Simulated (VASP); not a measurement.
A run of VASP 6.6.1:

File INCAR:

```
ALGO = Normal
EDIFF = 1E-6
EDIFFG = -0.01
ENCUT = 520
GGA = PE
IBRION = 2
ISIF = 2
ISMEAR = 0
IVDW = 12
LASPH = True
LCHARG = False
LREAL = False
LWAVE = False
NELM = 100
NSW = 80
PREC = Accurate
SIGMA = 0.01
```

KPOINTS

```
k-points
0
Gamma
  1 1 1
```

Contents of POSCAR:

```
S
1.0
   13.8000000000      0.0000000000      0.0000000000
    0.0000000000     14.0000000000      0.0000000000
    0.0000000000      0.0000000000     10.4000000000
S
8
Direct
    0.3276648855      0.5000000000      0.4530022364
    0.3781384214      0.3798793011      0.5469977636
    0.3781384214      0.6201206989      0.5469977636
    0.5000000000      0.3301268157      0.4530022364
    0.5000000000      0.6698731843      0.4530022364
    0.6218615786      0.3798793011      0.5469977636
    0.6218615786      0.6201206989      0.5469977636
    0.6723351145      0.5000000000      0.4530022364
```

Potentials or basis: VASP PAW PBE potentials, release 64 (S).

The run is started by

```bash
$ cat potpaw_PBE.64/S/POTCAR > POTCAR
$ mpirun -np 1 vasp_gam > vasp.out
```

Hardware: 1 thread of AMD EPYC 7R43 64-Core Processor (Zen 3) (shared host).

Q: How long does it take, and how much memory?

A: Run time: 13 min on 1 thread of AMD EPYC 7R43 64-Core Processor (Zen 3), on a shared host, peak memory 1.6 GiB. Counts: scf iterations 50, k points 1, ion steps 5.
